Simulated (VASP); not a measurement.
# Re (Fm-3m) in VASP: settings compared, part 2 of 2

VASP 6.6.1. Earlier steps stand in the parts before.

## (3) Relaxation of cell and atoms, PBEsol

File INCAR:

```
SYSTEM = Re
PREC     = Accurate       ! precision mode
ENCUT    = 600            ! plane-wave cutoff, eV
EDIFF    = 1E-7           ! SCF threshold, eV
ISMEAR   = -1             ! smearing method
SIGMA    = 0.05           ! smearing width, eV
LREAL    = .False.        ! projectors in reciprocal space
LASPH    = .True.         ! aspherical terms in the spheres
NELM     = 80             ! most SCF steps
ALGO     = Normal         ! electronic algorithm
ISIF     = 3              ! what is computed and relaxed
LWAVE    = .False.        ! write WAVECAR
LCHARG   = .False.        ! write CHGCAR
GGA      = PS             ! functional
IBRION   = 2              ! ionic algorithm
NSW      = 60             ! ionic steps
EDIFFG   = -0.01          ! ionic threshold
```

File KPOINTS:

```
Automatic mesh
0
Gamma
  12 12 12
  0 0 0
```

File POSCAR:

```
Re
1.0
    0.0000000000      1.9750000000      1.9750000000
    1.9750000000      0.0000000000      1.9750000000
    1.9750000000      1.9750000000      0.0000000000
Re
1
Direct
    0.0000000000      0.0000000000      0.0000000000
```

Potentials or basis: VASP PAW PBE potentials, release 64 (Re).

Run with:

```console
> cat potpaw_PBE.64/Re/POTCAR > POTCAR
> mpirun -np 1 vasp_std > vasp.out
```

OUTCAR:

```text
SYSTEM = Re
   PREC = Accurate
   ENCUT = 600
   EDIFF = 1E-7
   ISMEAR = -1
   LREAL = .False.
   LASPH = .True.
   NELM = 80
   ISIF = 3
   GGA = PS
   IBRION = 2
   NSW = 60
   EDIFFG = -0.01

 ion  position               nearest neighbor table
   1  0.000  0.000  0.000-

  LATTYP: Found a face centered cubic cell.
 ALAT       =     3.9500000000

  Lattice vectors:

 A1 = (   0.0000000000,   1.9750000000,   1.9750000000)
 A2 = (   1.9750000000,   0.0000000000,   1.9750000000)
 A3 = (   1.9750000000,   1.9750000000,   0.0000000000)

Analysis of symmetry for initial positions (statically):
=====================================================================
 Subroutine PRICEL returns:
 Original cell was already a primitive cell.

 Routine SETGRP: Setting up the symmetry group for a
 face centered cubic supercell.

 Subroutine GETGRP returns: Found 48 space group operations
[... 9 lines left out ...]

 Routine SETGRP: Setting up the symmetry group for a
 face centered cubic supercell.

 Subroutine GETGRP returns: Found 48 space group operations
[... 11 lines left out ...]
                                     Primitive cell

  volume of cell :      15.4075

[... 138 lines left out ...]

  FORCE on cell =-STRESS in cart. coord.  units (eV):
  Direction    XX          YY          ZZ          XY          YZ          ZX
  --------------------------------------------------------------------------------------
  -------------------------------------------------------------------------------------
  Total       -1.8060449     -1.8060449     -1.8060449      0.0000000      0.0000000     -0.0000000
  in kB     -187.8052968   -187.8052968   -187.8052968      0.0000000      0.0000000     -0.0000000
  external PRESSURE =    -187.8052968 kB  Pullay stress =       0.0000000 kB
[... 22 lines left out ...]
--------------------------------------- Ionic step        2  -------------------------------------------

 number of electron       7.0000000 magnetization

 E-fermi :  11.1901     XC(G=0): -15.0938

 val. band max:       11.1297057104   @ k =   0.5000   0.0833   0.0000
 cond. band min:      11.2798679473   @ k =  -0.2500   0.5000   0.2500
 fundamental gap:      0.1501622370
 Fermi energy:        11.1900826611

 k-point     1 :       0.0000    0.0000    0.0000
  band No.  band energies     occupation
      1      -0.6305      2.00000
      2       8.4165      2.00000
      3       8.4165      2.00000
      4       8.4165      2.00000
      5      12.8940      0.00000
      6      12.8940      0.00000
      7      25.1577      0.00000
[... 334 lines left out ...]
--------------------------------------- Ionic step        5  -------------------------------------------

 number of electron       7.0000000 magnetization

 Free energy of the ion-electron system (eV)
  ---------------------------------------------------
  ext. energy  EPLUGINS =         0.00000000
  ---------------------------------------------------
  free energy    TOTEN  =       -13.30880406 eV

  energy without entropy =      -13.30369080  energy(sigma->0) =      -13.30624743

 E-fermi :   8.0588     XC(G=0): -13.8592

 val. band max:        8.0533305848   @ k =  -0.1667   0.2500   0.0833
 cond. band min:       8.0656629572   @ k =   0.5000   0.4167   0.0833
 fundamental gap:      0.0123323724
 Fermi energy:         8.0588139277

 k-point     1 :       0.0000    0.0000    0.0000
  band No.  band energies     occupation
      1      -2.1391      2.00000
      2       6.1317      2.00000
      3       6.1317      2.00000
      4       6.1317      2.00000
      5       9.3550      0.00000
      6       9.3550      0.00000
      7      22.0331      0.00000
[... 258 lines left out ...]
  FREE ENERGIE OF THE ION-ELECTRON SYSTEM (eV)
  ---------------------------------------------------
  free  energy   TOTEN  =       -13.3088040586 eV

  energy  without entropy=      -13.3036908015  energy(sigma->0) =      -13.30624743

 reached required accuracy - stopping structural energy minimisation
```

OSZICAR:

```text
N       E                     dE             d eps       ncg     rms          rms(c)
DAV:   1     0.435628652174E+01    0.43563E+01   -0.37043E+03  1575   0.122E+03
DAV:   2    -0.133013874178E+02   -0.17658E+02   -0.16572E+02  1141   0.114E+02
[... 49 lines left out ...]
   4 F= -.13308764E+02 E0= -.13306199E+02  d E =-.489958E-01
       N       E                     dE             d eps       ncg     rms          rms(c)
DAV:   1    -0.133088310963E+02   -0.67194E-04   -0.36359E-03  1015   0.424E+00    0.185E-01
DAV:   2    -0.133088092552E+02    0.21841E-04   -0.35986E-05  1498   0.212E-01    0.670E-02
DAV:   3    -0.133088038058E+02    0.54493E-05   -0.17698E-05  1624   0.156E-01    0.840E-03
DAV:   4    -0.133088039692E+02   -0.16333E-06   -0.22540E-07  1029   0.109E-02    0.243E-03
DAV:   5    -0.133088040586E+02   -0.89428E-07   -0.10850E-07   700   0.106E-02
   5 F= -.13308804E+02 E0= -.13306247E+02  d E =-.490360E-01
```

It took 16 s on 1 thread of Intel Xeon 6975P-C (Granite Rapids), shared host; peak memory 0.15 GiB.

What came out:

| Quantity | Value |
| --- | --- |
| Free energy | -13.3088 eV |
| Relaxed volume | 14.61 Å³/atom |
| Relaxed cell | a = 2.744 Å, b = 2.744 Å, c = 2.744 Å, α = 60.00°, β = 60.00°, γ = 60.00° |
| Space group after relaxing (to 0.05 Å) | Fm-3m (No. 225) |
| Energy gained by relaxing | 49.0 meV/atom |
| Ionic steps | 5 |
| Pressure after relaxing | 0.0 GPa |

Step by step:
| step | energy change (eV) | largest force (eV/Å) | pressure (GPa) | volume (Å³) |
| --- | --- | --- | --- | --- |
| 1 | 0.0000 | 0.0000 | -18.78 | 15.41 |
| 2 | 1.0120 | 0.0000 | 142.96 | 11.72 |
| 3 | -0.0485 | 0.0000 | -2.20 | 14.69 |
| 4 | -0.0490 | 0.0000 | -0.58 | 14.63 |
| 5 | -0.0490 | 0.0000 | 0.00 | 14.61 |

Final structure:
```
Re
1.0
     0.00000    1.94040    1.94040
     1.94040    0.00000    1.94040
     1.94040    1.94040    0.00000
Re
1
Direct
  0.00000 0.00000 0.00000
```

Levels at points of the mesh, in eV from the Fermi level:
```
           k point  band 1  band 2  band 3  band 4  band 5  band 6  band 7
(0.00, 0.00, 0.00)  -10.20   -1.93   -1.93   -1.93    1.30    1.30   13.97
(0.50, 0.00, 0.00)   -6.94   -2.14   -2.14    0.25    3.89    3.89   10.07
(0.50, 0.50, 0.00)   -6.90   -6.02    2.85    3.84    4.65    4.65   12.35
```

Caveat: the PAW data sets were made with another functional, which shifts forces and pressure a little; spin-orbit coupling is left out, which moves the levels of the heavy elements.

## (4) Relaxation of cell and atoms, RPBE

File INCAR:

```
SYSTEM = Re
  ALGO = Fast
  EDIFF = 1E-6
  EDIFFG = -0.01
  ENCUT = 600
  GGA = RP
  IBRION = 2
  ISIF = 3
  ISMEAR = -1
  LASPH = .TRUE.
  LCHARG = .FALSE.
  LREAL = .FALSE.
  LWAVE = .FALSE.
  NELM = 80
  NSW = 60
  PREC = Accurate
  SIGMA = 0.05
```

File KPOINTS:

```
k-points
0
G
  12 12 12
  0 0 0
```

POSCAR is that of step 3.

Potentials or basis: VASP PAW PBE potentials, release 64 (Re).

Run with:

```console
> cat potpaw_PBE.64/Re/POTCAR > POTCAR
> mpirun -np 1 vasp_std > vasp.out
```

OUTCAR:

```text
SYSTEM = Re
   EDIFF = 1E-6
   EDIFFG = -0.01
   ENCUT = 600
   GGA = RP
   IBRION = 2
   ISIF = 3
   ISMEAR = -1
   LASPH = .TRUE.
   LREAL = .FALSE.
   NELM = 80
   NSW = 60
   PREC = Accurate

 ion  position               nearest neighbor table
   1  0.000  0.000  0.000-

  LATTYP: Found a face centered cubic cell.
 ALAT       =     3.9500000000

  Lattice vectors:

 A1 = (   0.0000000000,   1.9750000000,   1.9750000000)
 A2 = (   1.9750000000,   0.0000000000,   1.9750000000)
 A3 = (   1.9750000000,   1.9750000000,   0.0000000000)

Analysis of symmetry for initial positions (statically):
=====================================================================
 Subroutine PRICEL returns:
 Original cell was already a primitive cell.

 Routine SETGRP: Setting up the symmetry group for a
 face centered cubic supercell.

 Subroutine GETGRP returns: Found 48 space group operations
[... 9 lines left out ...]

 Routine SETGRP: Setting up the symmetry group for a
 face centered cubic supercell.

 Subroutine GETGRP returns: Found 48 space group operations
[... 11 lines left out ...]
                                     Primitive cell

  volume of cell :      15.4075

  direct lattice vectors                    reciprocal lattice vectors
     0.000000000  1.975000000  1.975000000    -0.253164557  0.253164557  0.253164557
     1.975000000  0.000000000  1.975000000     0.253164557 -0.253164557  0.253164557
     1.975000000  1.975000000  0.000000000     0.253164557  0.253164557 -0.253164557

  length of vectors
     2.793071786  2.793071786  2.793071786     0.438493875  0.438493875  0.438493875

  position of ions in fractional coordinates (direct lattice)
     0.000000000  0.000000000  0.000000000

  ion indices of the primitive-cell ions
   primitive index   ion index
                 1           1

----------------------------------------------------------------------------------------

 KPOINTS: k-points

Automatic generation of k-mesh.
 Grid dimensions read from file:
 generate k-points for:   12   12   12

 Generating k-lattice:

  Cartesian coordinates                     Fractional coordinates (reciprocal lattice)
    -0.021097046  0.021097046  0.021097046     0.083333333  0.000000000  0.000000000
     0.021097046 -0.021097046  0.021097046     0.000000000  0.083333333  0.000000000
     0.021097046  0.021097046 -0.021097046     0.000000000  0.000000000  0.083333333

  Length of vectors
     0.036541156  0.036541156  0.036541156

  Shift w.r.t. Gamma in fractional coordinates (k-lattice)
     0.000000000  0.000000000  0.000000000

 Subroutine IBZKPT returns following result:
 ===========================================

 Found     72 irreducible k-points:

 Following reciprocal coordinates:
            Coordinates               Weight
  0.000000  0.000000  0.000000      1.000000
  0.083333  0.000000  0.000000      8.000000
  0.166667  0.000000  0.000000      8.000000
  0.250000  0.000000  0.000000      8.000000
  0.333333  0.000000  0.000000      8.000000
  0.416667  0.000000  0.000000      8.000000
[... 16 lines left out ...]
  0.500000  0.166667  0.000000     24.000000
 -0.416667  0.166667  0.000000     24.000000
 [... further k-points ...]
   k-points           NKPTS =     72   k-points in BZ     NKDIM =     72   number of bands    NBANDS=      7
   number of dos      NEDOS =    301   number of ions     NIONS =      1
   total plane-waves  NPLWV =  13824
   dimension x,y,z NGX =    24 NGY =   24 NGZ =   24
   dimension x,y,z NGXF=    48 NGYF=   48 NGZF=   48
   ions per type =               1
   NGX,Y,Z   is equivalent  to a cutoff of  14.28, 14.28, 14.28 a.u.
   NGXF,Y,Z  is equivalent  to a cutoff of  28.57, 28.57, 28.57 a.u.
 SYSTEM =  Re
   PREC   = accura    normal or accurate (medium, high low for compatibility)
   ISTART =      0    job   : 0-new  1-cont  2-samecut
   ICHARG =      2    charge: 1-file 2-atom 10-const
   ISPIN  =      1    spin polarized calculation?
   LNONCOLLINEAR =      F non collinear calculations
   LSORBIT =      F    spin-orbit coupling
   LASPH  =      T    aspherical Exc in radial PAW
   ENCUT  =  600.0 eV  44.10 Ry    6.64 a.u.   5.58  5.58  5.58*2*pi/ulx,y,z
   NELM   =     80;   NELMIN=  2; NELMDL= -5     # of ELM steps
   EDIFF  = 0.1E-05   stopping-criterion for ELM
   LREAL  =      F    real-space projection
   EDIFFG = -.1E-01   stopping-criterion for IOM
   NSW    =     60    number of steps for IOM
   IBRION =      2    ionic relax: 0-MD 1-quasi-New 2-CG
   NFREE  =      1    steps in history (QN), initial steepest desc. (CG)
   ISIF   =      3    stress and relaxation
   ISYM   =      2    0-nonsym 1-usesym 2-fastsym
   POTIM  = 0.5000    time-step for ionic-motion
   TEBEG  =    0.0;   TEEND  =   0.0 temperature during run
   PSTRESS=    0.0 pullay stress
   NELECT =       7.0000    total number of electrons
   NUPDOWN=      -1.0000    fix difference up-down
   EMIN   =  10.00;   EMAX   =-10.00  energy-range for DOS
   EFERMI =   0.00;   METHOD = LEGACY
   ISMEAR =    -1;   SIGMA  =   0.05  broadening in eV -4-tet -1-fermi 0-gaus
   EFERMI_NEDOS =   21; number of points for ismear=-14 and -15
   IALGO  =     68    algorithm
   IMIX   =      4    mixing-type and parameters
     AMIX     =   0.40;   BMIX     =  1.00
     AMIX_MAG =   1.60;   BMIX_MAG =  1.00
  volume/ion in A,a.u.               =      15.41       103.97
  Fermi-wavevector in a.u.,A,eV,Ry     =   1.258531  2.378278 21.550255  1.583899
  Thomas-Fermi vector in A             =   2.392135
   LORBIT       =      0    0 simple, 1 ext, 2 COOP (PROOUT), +10 PAW based schemes
   GGA     = RP    functional components
   LHFCALC =     F    Hartree Fock is set to
   AEXX    =    0.0000 exact exchange contribution
   IVDW    =     0    specifies the selected vdW correction
   LEPSILON=     F    determine dielectric tensor
   LRPA    =     F    only Hartree local field effects (RPA)
 conjugate gradient relaxation of ions
 non-spin polarized calculation
 RMM-DIIS sequential band-by-band and
  energy-cutoff  :      600.00
  volume of cell :       15.41
 maximum number of plane-waves:       532
 NGX is ok and might be reduce to    24
   NGX = 11   NGY = 11   NGZ = 11

--------------------------------------- Ionic step        1  -------------------------------------------

 number of electron       7.0000000 magnetization

 Free energy of the ion-electron system (eV)
  ---------------------------------------------------
  ext. energy  EPLUGINS =         0.00000000
  ---------------------------------------------------
  free energy    TOTEN  =       -11.75991261 eV

  energy without entropy =      -11.75433627  energy(sigma->0) =      -11.75712444

------------------------ aborting loop because EDIFF is reached ----------------------------------------

  FORCE on cell =-STRESS in cart. coord.  units (eV):
  Direction    XX          YY          ZZ          XY          YZ          ZX
  --------------------------------------------------------------------------------------
  -------------------------------------------------------------------------------------
  Total       -0.5831178     -0.5831178     -0.5831178      0.0000000     -0.0000000     -0.0000000
  in kB      -60.6367002    -60.6367002    -60.6367002      0.0000000     -0.0000000     -0.0000000
  external PRESSURE =     -60.6367002 kB  Pullay stress =       0.0000000 kB
[... 90 lines left out ...]
  energy  without entropy=      -11.7597018744  energy(sigma->0) =      -11.76242856

--------------------------------------- Ionic step        4  -------------------------------------------

 number of electron       7.0000000 magnetization

 Free energy of the ion-electron system (eV)
  ---------------------------------------------------
  ext. energy  EPLUGINS =         0.00000000
  ---------------------------------------------------
  free energy    TOTEN  =       -11.76516166 eV

  energy without entropy =      -11.75971225  energy(sigma->0) =      -11.76243695

 E-fermi :   7.8667     XC(G=0): -13.5484

 val. band max:        7.8268086888   @ k =   0.5000   0.4167   0.0833
 cond. band min:       7.8749937890   @ k =  -0.1667   0.2500   0.0833
 fundamental gap:      0.0481851002
 Fermi energy:         7.8666983709

 k-point     1 :       0.0000    0.0000    0.0000
  band No.  band energies     occupation
      1      -2.0438      2.00000
      2       6.0413      2.00000
      3       6.0413      2.00000
      4       6.0413      2.00000
      5       9.0975      0.00000
      6       9.0975      0.00000
      7      21.7192      0.00000
[... 221 lines left out ...]
 k-point    24 :      -0.4167    0.1667    0.0000
  band No.  band energies     occupation
      1       2.2186      2.00000
      2       4.8232      2.00000
      3       6.5090      2.00000
      4       6.7462      2.00000
      5      10.9778      0.00000
      6      13.7515      0.00000
      7      17.1555      0.00000

 [... further k-points ...]
[... 5 lines left out ...]
  --------------------------------------------------------------------------------------
  -------------------------------------------------------------------------------------
  Total       -0.0027833     -0.0027833     -0.0027833     -0.0000000     -0.0000000      0.0000000
  in kB       -0.2945813     -0.2945813     -0.2945813     -0.0000000     -0.0000000      0.0000000
  external PRESSURE =      -0.2945813 kB  Pullay stress =       0.0000000 kB
[... 16 lines left out ...]
  FREE ENERGIE OF THE ION-ELECTRON SYSTEM (eV)
  ---------------------------------------------------
  free  energy   TOTEN  =       -11.7651616598 eV

  energy  without entropy=      -11.7597122499  energy(sigma->0) =      -11.76243695

 reached required accuracy - stopping structural energy minimisation
```

CONTCAR:

```text
Re
   1.00000000000000
     0.0000000000000000    1.9634047049019263    1.9634047049019263
     1.9634047049019263   -0.0000000000000000    1.9634047049019263
     1.9634047049019263    1.9634047049019263   -0.0000000000000000
  Re
     1
Direct
     1.0000000000000000    0.0000000000000000    0.0000000000000000

  0.00000000E+00  0.00000000E+00  0.00000000E+00
```

Wall time 13 s (1 thread of Intel Xeon 6975P-C (Granite Rapids), shared host); peak memory 0.15 GiB.

What came out:

- Free energy: -11.7652 eV
- Relaxed volume: 15.14 Å³/atom
- Relaxed cell: a = 2.777 Å, b = 2.777 Å, c = 2.777 Å, α = 60.00°, β = 60.00°, γ = 60.00°
- Space group after relaxing (to 0.05 Å): Fm-3m (No. 225)
- Energy gained by relaxing: 5.2 meV/atom
- Ionic steps: 4
- Pressure after relaxing: 0.0 GPa

The path:
```csv
step,energy change (eV),largest force (eV/Å),pressure (GPa),volume (Å³)
1,0.0000,0.0000,-6.06,15.41
2,0.0777,0.0000,28.48,14.14
3,-0.0052,0.0000,-0.21,15.15
4,-0.0052,0.0000,-0.03,15.14
```

Final structure:
```xyz
1
Lattice="0.0000 1.9634 1.9634 1.9634 0.0000 1.9634 1.9634 1.9634 0.0000" Properties=species:S:1:pos:R:3 pbc="T T T"
Re    0.0000    1.9634    1.9634
```

Caveat: the PAW data sets were made with another functional, which shifts forces and pressure a little; spin-orbit coupling is left out, which moves the levels of the heavy elements.

## (5) Relaxation of cell and atoms, revPBE

File INCAR:

```
SYSTEM = Re
ALGO = Fast
EDIFF = 1E-7
EDIFFG = -0.01
ENCUT = 600
GGA = RE
IBRION = 2
ISIF = 3
ISMEAR = -1
LASPH = .TRUE.
LCHARG = .FALSE.
LREAL = .FALSE.
LWAVE = .FALSE.
NELM = 100
NSW = 60
PREC = Accurate
SIGMA = 0.05
```

KPOINTS is that of step 4.

POSCAR is that of step 4.

Run with:

```console
> cat potpaw_PBE.64/Re/POTCAR > POTCAR
> mpirun -np 1 vasp_std > vasp.out
```

Wall time 18 s (1 thread of Intel Xeon 6975P-C (Granite Rapids), shared host); peak memory 0.15 GiB.

The run converged. Its results:

| Quantity | Value |
| --- | --- |
| Free energy | -11.8866 eV |
| Relaxed volume | 15.10 Å³/atom |
| Relaxed cell | a = 2.774 Å, b = 2.774 Å, c = 2.774 Å, α = 60.00°, β = 60.00°, γ = 60.00° |
| Space group after relaxing (to 0.05 Å) | Fm-3m (No. 225) |
| Energy gained by relaxing | 7.1 meV/atom |
| Ionic steps | 4 |
| Pressure after relaxing | 0.0 GPa |

The path:
```tsv
step	energy change (eV)	largest force (eV/Å)	pressure (GPa)	volume (Å³)
1	0.0000	0.0000	-7.11	15.41
2	0.1101	0.0000	34.84	13.93
3	-0.0071	0.0000	-0.23	15.10
4	-0.0071	0.0000	-0.01	15.10
```

Final structure:
```
CELL_PARAMETERS angstrom
0.00000 1.96161 1.96161
1.96161 0.00000 1.96161
1.96161 1.96161 0.00000
ATOMIC_POSITIONS crystal
Re 0.00000 0.00000 0.00000
```

Levels at points of the mesh, in eV from the Fermi level:
| k point | band 1 | band 2 | band 3 | band 4 | band 5 | band 6 |
| --- | --- | --- | --- | --- | --- | --- |
| (0.00, 0.00, 0.00) | -9.93 | -1.83 | -1.83 | -1.83 | 1.23 | 1.23 |
| (0.50, 0.00, 0.00) | -6.68 | -2.03 | -2.03 | 0.18 | 3.68 | 3.68 |
| (0.50, 0.50, 0.00) | -6.59 | -5.74 | 2.70 | 3.63 | 4.39 | 4.39 |

Caveat: the PAW data sets were made with another functional, which shifts forces and pressure a little; spin-orbit coupling is left out, which moves the levels of the heavy elements.

## (6) Overview

```tsv
level	gap on the mesh (eV)	pressure (GPa)	relaxed volume (Å³/atom)
PBE	none	0.1	14.98
PBEsol	none	0.0	14.61
RPBE	none	0.0	15.14
revPBE	none	0.0	15.10
```

Alike in all rows: task relaxation of cell and atoms; potentials or basis VASP PAW PBE potentials, release 64 (Re); no spin polarisation; cell relaxed; k mesh 12 × 12 × 12; cutoff (eV) 600; smearing fermi-dirac 0.05 eV.

Caveats: spin-orbit coupling is left out, which moves the levels of the heavy elements; the PAW data sets were made with another functional, which shifts forces and pressure a little (some runs).

Total energies depend on the potentials used, so only differences within one code and one set of settings carry meaning.
